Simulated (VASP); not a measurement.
# W: single point with LDA

W:

```
W
1.0
     2.59548    0.00000    0.00000
     0.00000    2.59548    0.00000
     0.00000    0.00000    2.59548
W
1
Direct
  0.00000 0.00000 0.00000
```

```yaml
Program: VASP 6.6.1
Task: single point
Functional: LDA
Potentials_or_basis: VASP PAW LDA potentials, release 64 (W_sv)
Cutoff: 520 eV
k_mesh: 15 × 15 × 15
Occupations: fermi-dirac, width 0.08 eV
Spin: collinear spin, ferromagnetic start
Starting_moments: "[0.2] μB"
```

- Pressure: 1.6 GPa
- Band gap on the k mesh: zero (filled and empty bands overlap)
- Net moment: 0.00 μB per cell
- Valence electrons inside the program's atomic spheres: W 12.25

Levels at points of the mesh, in eV from the Fermi level:
Spin up:
```csv
k point,band 5,band 6,band 7,band 8,band 9,band 10
"(0.00, 0.00, 0.00)",-8.62,-4.46,-4.46,5.05,5.05,5.05
```
Spin down:
| k point | band 4 | band 5 | band 6 | band 7 | band 8 | band 9 | band 10 | band 11 |
| --- | --- | --- | --- | --- | --- | --- | --- | --- |
| (0.00, 0.00, 0.00) | -37.32 | -8.62 | -4.46 | -4.46 | 5.05 | 5.05 | 5.05 | 15.18 |

Wall time 44 s on 1 thread of AMD EPYC 7R43 64-Core Processor (Zen 3), on a shared host, peak memory 0.12 GiB.

Caveat: spin-orbit coupling is left out, which moves the levels of the heavy elements.
